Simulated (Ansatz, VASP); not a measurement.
C in VASP and in Ansatz

POSCAR

```
C
1.0
    2.1205985457     -4.3694582406      0.0000000000
    2.1205985457      4.3694582406      0.0000000000
    0.0000000000      0.0000000000      2.5047085935
C
8
Direct
    0.6436353087      0.9710365396     -0.0223303383
    0.3639418831      0.0163516901      0.0090004792
    0.0179958456      0.3536504351      0.0124973253
    0.9682881809      0.6460999345      0.0015506090
    0.3985394374      0.2257563396      0.5022049048
    0.5947574157      0.7779155554      0.4954800710
    0.7761341905      0.5923684682      0.5018912125
    0.2367077381      0.4168210375      0.4997057365
```

INCAR.step1

```
SYSTEM = C
ALGO = Normal
EDIFF = 1E-4
ENCUT = 520
GGA = PE
ISMEAR = 0
LASPH = .True.
LCHARG = .False.
LREAL = .False.
LWAVE = .True.
NBANDS = 26
NELM = 80
PREC = Accurate
SIGMA = 0.05
```

Contents of INCAR.step2:

```
SYSTEM = C
ALGO = Normal
EDIFF = 1E-6
ENCUT = 520
ISIF = 2
ISMEAR = 0
ISTART = 1
LASPH = .True.
LCHARG = .False.
LMIXTAU = .True.
LREAL = .False.
LWAVE = .False.
METAGGA = R2SCAN
NBANDS = 26
NELM = 80
PREC = Accurate
SIGMA = 0.05
```

File KPOINTS:

```
k-points
0
Gamma
  6 6 10
  0 0 0
```

Input for Ansatz:

```yaml
crystal:
  lattice:
    - [2.1205985457, -4.3694582406, 0.0]
    - [2.1205985457, 4.3694582406, 0.0]
    - [0.0, 0.0, 2.5047085935]
  atoms:
    - { symbol: C, position: [0.6436353087, 0.9710365396, -0.0223303383] }
    - { symbol: C, position: [0.3639418831, 0.0163516901, 0.0090004792] }
    - { symbol: C, position: [0.0179958456, 0.3536504351, 0.0124973253] }
    - { symbol: C, position: [0.9682881809, 0.6460999345, 0.001550609] }
    - { symbol: C, position: [0.3985394374, 0.2257563396, 0.5022049048] }
    - { symbol: C, position: [0.5947574157, 0.7779155554, 0.495480071] }
    - { symbol: C, position: [0.7761341905, 0.5923684682, 0.5018912125] }
    - { symbol: C, position: [0.2367077381, 0.4168210375, 0.4997057365] }
basis:
  ecutwfc: 500
kpoints:
  mp_grid: { grid: [6, 6, 10] }
hamiltonian:
  xc: r2scan
scf:
  occupations: { method: gaussian, width: 0.05 }
output:
  forces: true
  stress: true
  eigenvalues: true
```

Change from the starting cell: all atoms moved at random (sigma 0.03 Å a component).

Alike in both runs: task single point; functional r2SCAN; k mesh 6 × 6 × 10; occupations gaussian, width 0.05 eV; no spin polarisation.

|  | VASP | Ansatz |
| --- | --- | --- |
| version | VASP 6.6.1 | Ansatz 0.2.0 |
| potentials or method | VASP PAW PBE potentials, release 64 (C), cutoff 520 eV | scalar-relativistic, plane waves, PAW |
| valence electrons in the cell | 32 | 32 |

VASP gave:

| Item | Value |
| --- | --- |
| gap on the k mesh at the Fermi level (eV) | 3.48 |
| least direct gap on the mesh (eV) | 5.01 |
| pressure (GPa) | 3.7 |
| traceless stress, the component that is largest in VASP (GPa) | 1.87 |
| rms of the force components (eV/Å) | 1.652 |

Problem. What did Ansatz give for the same quantities?

Solution. gap on the k mesh at the Fermi level (eV): 3.52; least direct gap on the mesh (eV): 5.04; pressure (GPa): 2.6; traceless stress, the component that is largest in VASP (GPa): 1.80; rms of the force components (eV/Å): 1.645.

VASP's potentials were made for PBE, not for r2SCAN. Atom by atom the forces differ by 0.015 eV/Å (rms over components). With one functional, cell and mesh, what is left measures potentials, basis and numerics.
